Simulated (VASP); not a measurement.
# BN in VASP: notebook, part 2 of 2

VASP 6.6.1. The steps go on from the part before.

## Step 4: Single point, PBE (strained and its atoms moved)

INCAR reads:

```
SYSTEM = BN
PREC     = Accurate       ! precision mode
ENCUT    = 520            ! plane-wave cutoff, eV
EDIFF    = 1E-7           ! SCF threshold, eV
ISMEAR   = 0              ! smearing method
SIGMA    = 0.02           ! smearing width, eV
LREAL    = .False.        ! projectors in reciprocal space
LASPH    = .True.         ! aspherical terms in the spheres
NELM     = 60             ! most SCF steps
ALGO     = Normal         ! electronic algorithm
ISIF     = 2              ! what is computed and relaxed
LWAVE    = .False.        ! write WAVECAR
LCHARG   = .True.         ! write CHGCAR
GGA      = PE             ! functional
LELF     = .True.         ! ELF
LVHAR    = .True.       
NBANDS   = 11             ! bands
```

KPOINTS reads:

```
Automatic mesh
0
Gamma
  12 12 12
  0 0 0
```

POSCAR reads:

```
BN
1.0
   -0.0019711430      3.5869280579      2.3025333272
    1.2303858226      0.0000000000      2.3013943420
    1.2323569657      3.5869280579     -0.0011389852
B N
1 1
Direct
   -0.0110626033      0.0275642104      1.0110626033
    0.6777625933      0.6391357796      0.3222374067
```

Potentials or basis: VASP PAW PBE potentials, release 64 (B, N).

On the command line:

```bash
cat potpaw_PBE.64/B/POTCAR potpaw_PBE.64/N/POTCAR > POTCAR
mpirun -np 1 vasp_std > vasp.out
```

OUTCAR:

```text
SYSTEM = BN
   PREC = Accurate
   ENCUT = 520
   EDIFF = 1E-7
   ISMEAR = 0
   LREAL = .False.
   LASPH = .True.
   NELM = 60
   ISIF = 2
   GGA = PE

 ion  position               nearest neighbor table
   1  0.989  0.028  0.011-   2 1.33   2 1.50   2 1.61
   2  0.678  0.639  0.322-   1 1.33   1 1.50   1 1.61

  LATTYP: Found a base centered monoclinic cell.
 ALAT       =     2.4647149840
 B/A-ratio  =     2.9106229980
 C/A-ratio  =     1.0588033493
 COS(beta)  =    -0.4706604289

  Lattice vectors:

 A1 = (  -1.2323569656,   3.5869280579,   0.0011389852)
 A2 = (  -1.2323569657,  -3.5869280579,   0.0011389852)
 A3 = (   1.2303858226,   0.0000000000,   2.3013943420)

Analysis of symmetry for initial positions (statically):
=====================================================================
 Subroutine PRICEL returns:
 Original cell was already a primitive cell.

 Routine SETGRP: Setting up the symmetry group for a
 base centered monoclinic supercell.

 Subroutine GETGRP returns: Found  2 space group operations
 (whereof  2 operations were pure point group operations)
 out of a pool of  4 trial point group operations.

The static configuration has the point symmetry C_1h.

Analysis of symmetry for dynamics (positions and initial velocities):
=====================================================================
 Subroutine PRICEL returns:
 Original cell was already a primitive cell.

 Routine SETGRP: Setting up the symmetry group for a
 base centered monoclinic supercell.

 Subroutine GETGRP returns: Found  2 space group operations
 (whereof  2 operations were pure point group operations)
 out of a pool of  4 trial point group operations.

The dynamic configuration has the point symmetry C_1h.

 Subroutine INISYM returns: Found  2 space group operations
 (whereof  2 operations are pure point group operations),
 and found     1 'primitive' translations

[... 115 lines left out ...]
  volume/ion in A,a.u.               =      10.18        68.68
  Fermi-wavevector in a.u.,A,eV,Ry     =   1.199149  2.266063 19.564619  1.437959
  Thomas-Fermi vector in A             =   2.335020
   LORBIT       =      0    0 simple, 1 ext, 2 COOP (PROOUT), +10 PAW based schemes
   GGA     = PE    functional components
   LHFCALC =     F    Hartree Fock is set to
   AEXX    =    0.0000 exact exchange contribution
   IVDW    =     0    specifies the selected vdW correction
   LEPSILON=     F    determine dielectric tensor
   LRPA    =     F    only Hartree local field effects (RPA)
 non-spin polarized calculation
 Gauss-broadening in eV      SIGMA  =   0.02
  energy-cutoff  :      520.00
  volume of cell :       20.36
 maximum number of plane-waves:       568
   NGX = 15   NGY =  9   NGZ = 15

 number of electron       8.0000000 magnetization

 Free energy of the ion-electron system (eV)
  ---------------------------------------------------
  ext. energy  EPLUGINS =         0.00000000
  ---------------------------------------------------
  free energy    TOTEN  =       -17.10085535 eV

  energy without entropy =      -17.10085535  energy(sigma->0) =      -17.10085535

 E-fermi :   1.4916     XC(G=0):  -9.4135

 val. band max:        1.3664817949   @ k =   0.5000  -0.3333   0.1667
 cond. band min:       5.4206510900   @ k =  -0.0000   0.5000  -0.0000
 fundamental gap:      4.0541692952
 Fermi energy:         1.4915501315

 k-point     1 :       0.0000    0.0000    0.0000
  band No.  band energies     occupation
      1     -16.0104      2.00000
      2      -2.8142      2.00000
      3      -1.1348      2.00000
      4       1.1185      2.00000
      5       6.1395      0.00000
      6       9.9243      0.00000
      7      13.8392      0.00000
      8      13.8480      0.00000
      9      16.6134      0.00000
     10      25.8326      0.00000
     11      26.4958      0.00000
[... 309 lines left out ...]
 k-point    24 :       0.3333    0.1667   -0.0000
  band No.  band energies     occupation
      1     -14.6159      2.00000
      2      -4.0285      2.00000
      3      -2.4856      2.00000
      4      -1.2779      2.00000
      5       8.7546      0.00000
      6      10.5384      0.00000
      7      11.4947      0.00000
      8      17.2086      0.00000
      9      19.4430      0.00000
     10      20.0765      0.00000
     11      23.5656      0.00000

 [... further k-points ...]
[... 5 lines left out ...]
  --------------------------------------------------------------------------------------
  -------------------------------------------------------------------------------------
  Total        3.0235429      0.1471784     -3.8514512      0.0000000      0.0000000      1.6811580
  in kB      237.9753363     11.5840388   -303.1378815      0.0000000      0.0000000    132.3196544
  external PRESSURE =     -17.8595021 kB  Pullay stress =       0.0000000 kB

 VOLUME and BASIS-vectors are now :
 -----------------------------------------------------------------------------
  energy-cutoff  :      520.00
  volume of cell :       20.36
      direct lattice vectors                 reciprocal lattice vectors
    -0.001971143  3.586928058  2.302533327    -0.405526220  0.139395046  0.216804962
     1.230385823  0.000000000  2.301394342     0.405927619 -0.139395046  0.217499628
     1.232356966  3.586928058 -0.001138985     0.405526220  0.139395046 -0.216804962

 POSITION                                       TOTAL-FORCE (eV/Angst)
 -----------------------------------------------------------------------------------
      0.04560      3.58693      2.34048        -4.696328      0.000000     -3.165990
      1.18216      3.58693      3.03111         4.696328      0.000000      3.165990
 -----------------------------------------------------------------------------------
    total drift:                               -0.000064      0.000006     -0.000074

  FREE ENERGIE OF THE ION-ELECTRON SYSTEM (eV)
  ---------------------------------------------------
  free  energy   TOTEN  =       -17.1008553545 eV

  energy  without entropy=      -17.1008553545  energy(sigma->0) =      -17.10085535
```

It took 2.9 min on 1 thread of Intel Xeon 8259CL, shared host; peak memory 0.22 GiB.

What came out:

```
Free energy            : -17.1009 eV
Pressure               : -1.8 GPa
Largest force          : 5.664 eV/Å
Band gap on the k mesh : 4.05 eV (least direct gap 4.37 eV)
```

Forces on the atoms (eV/Å):
```
B   -4.696  0.000 -3.166
N    4.696  0.000  3.166
```

Stress tensor (GPa, compression positive):
```
 23.80   0.00  13.23
  0.00   1.16   0.00
 13.23   0.00 -30.31
```

Caveat: the cell differs from its parent crystal (strained and its atoms moved); the stress differs along the axes, from -30 to 24 GPa; forces of over 1 eV/Å act on the atoms, so gaps and moduli don't describe the material at rest.

## Step 5: Single point, PBE (atoms moved at random and the cell strained at random)

INCAR reads:

```
SYSTEM = BN
PREC     = Accurate       ! precision mode
ENCUT    = 520            ! plane-wave cutoff, eV
EDIFF    = 1E-6           ! SCF threshold, eV
ISMEAR   = 0              ! smearing method
SIGMA    = 0.02           ! smearing width, eV
LREAL    = .False.        ! projectors in reciprocal space
LASPH    = .True.         ! aspherical terms in the spheres
NELM     = 80             ! most SCF steps
ALGO     = Normal         ! electronic algorithm
ISIF     = 2              ! what is computed and relaxed
LWAVE    = .False.        ! write WAVECAR
LCHARG   = .False.        ! write CHGCAR
GGA      = PE             ! functional
NBANDS   = 11             ! bands
```

KPOINTS reads:

```
regular mesh
0
Gamma
  12 12 12
  0 0 0
```

POSCAR reads:

```
BN
1.0
   -0.0043184672      3.4933977708      2.1734151966
    1.3616368047     -0.0146211529      2.1945132990
    1.2442483747      3.4644370940      0.0442370932
B N
1 1
Direct
    0.0107835927     -0.0046015998      0.9855944171
    0.6559163973      0.6713015898      0.3477055929
```

On the command line:

```bash
cat potpaw_PBE.64/B/POTCAR potpaw_PBE.64/N/POTCAR > POTCAR
mpirun -np 1 vasp_std > vasp.out
```

It took 4 min on 1 thread of Intel Xeon 8259CL, shared host; peak memory 0.29 GiB.

It converged, with:

* Free energy: -17.4038 eV
* Pressure: -6.9 GPa
* Largest force: 2.274 eV/Å
* Band gap on the k mesh: 3.96 eV (least direct gap 4.52 eV)

Forces on the atoms (eV/Å):
```
B    2.104  0.280 -0.817
N   -2.104 -0.280  0.817
```

Stress tensor (GPa, compression positive):
```
-21.58   0.09 -19.83
  0.09   1.46   0.54
-19.83   0.54  -0.53
```

Levels at points of the mesh, in eV from the valence-band top:
```tsv
k point	band 1	band 2	band 3	band 4	band 5	band 6	band 7	band 8
(0.00, 0.00, 0.00)	-17.61	-4.24	-2.04	-1.03	4.74	9.46	12.17	12.23
(0.50, 0.00, 0.00)	-14.58	-8.89	-4.08	-0.63	4.27	8.81	12.88	15.01
(0.00, 0.50, 0.00)	-14.88	-8.87	-3.73	-1.48	4.72	10.11	12.64	14.89
(0.50, 0.50, 0.00)	-14.44	-8.79	-4.62	-0.38	5.78	7.99	12.22	13.62
(0.00, 0.00, 0.50)	-14.56	-8.85	-4.07	-0.81	4.02	8.90	13.21	15.56
(0.50, 0.00, 0.50)	-17.41	-5.93	-2.06	-1.03	8.78	9.37	11.77	12.46
(0.00, 0.50, 0.50)	-14.34	-8.60	-4.66	-1.32	3.96	8.21	13.95	17.94
(0.50, 0.50, 0.50)	-14.87	-8.84	-3.72	-1.58	4.35	10.36	12.92	15.61
```

Caveat: the cell differs from its parent crystal (atoms moved at random and the cell strained at random); the stress differs along the axes, from -22 to 1 GPa; forces of over 1 eV/Å act on the atoms, so gaps and moduli don't describe the material at rest. A k mesh can miss the band edges.

## Step 6: The runs side by side

```csv
cell,gap on the mesh (eV),pressure (GPa),largest force (eV/Å)
"a = 4.010, b = 2.510, c = 3.613 Å, angles 79.6, 36.6, 62.4°, 2 atoms, atomic positions A",3.08,19.0,5.72
"a = 4.100, b = 2.491, c = 3.736 Å, angles 80.7, 36.7, 63.7°, 2 atoms, atomic positions B",4.36,4.1,2.10
"a = 4.262, b = 2.610, c = 3.793 Å, angles 81.2, 37.3, 61.6°, 2 atoms, atomic positions C",4.05,-1.8,5.66
"a = 4.114, b = 2.583, c = 3.681 Å, angles 79.5, 36.4, 63.7°, 2 atoms, atomic positions D",3.96,-6.9,2.27
```

Alike in all rows: task single point; level PBE; potentials or basis VASP PAW PBE potentials, release 64 (B, N); no spin polarisation; k mesh 12 × 12 × 12; cutoff (eV) 520; smearing gaussian 0.02 eV.

Caveats: forces of over 1 eV/Å act on the atoms, so gaps and moduli don't describe the material at rest; the stress differs along the axes, from 2 to 46 GPa (at least some runs); the cell stands under pressure (at least some runs); the stress differs along the axes, from -30 to 24 GPa (at least some runs); the stress differs along the axes, from -22 to 1 GPa (at least some runs).

Total energies depend on the potentials used, so only differences within one code and one set of settings carry meaning.
